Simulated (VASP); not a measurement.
The system is C.

```
C
1.0
     2.16904   -1.25237    0.00000
     2.16904    1.25237    0.00000
    -1.40612    0.00000    3.57153
C
2
Direct
  0.16664 0.16664 0.99991
  0.83336 0.83336 0.00009
```

This cell differs from its parent crystal: volume scaled by 1.06.

Base run:

* Program: VASP 6.6.1
* Functional: PBEsol
* Potentials or basis: VASP PAW PBE potentials, release 64 (C)
* Cutoff: 520 eV
* k mesh: 13 × 13 × 8
* Occupations: fermi-dirac, width 0.05 eV
* Spin: no spin polarisation

Its results: band gap on the k mesh 0.90 eV, indirect (least direct gap 0.91 eV); pressure -12.8 GPa; largest force 0.005 eV/Å.

**Question.** The run is repeated on the same cell with these changes: functional from PBEsol to PBE. What comes out?

**Answer.** Band gap on the k mesh 0.91 eV, indirect (least direct gap 0.92 eV); pressure -10.3 GPa; largest force 0.005 eV/Å.

PBE binds less tightly than PBEsol, so the same cell stands under more pressure.

Caveats: this functional lacks dispersion, which binds the layers, so the pressure and a relaxed spacing across them are unreliable; the PAW data sets were made with another functional, which shifts forces and pressure a little (some runs).

A k mesh can miss the band edges.
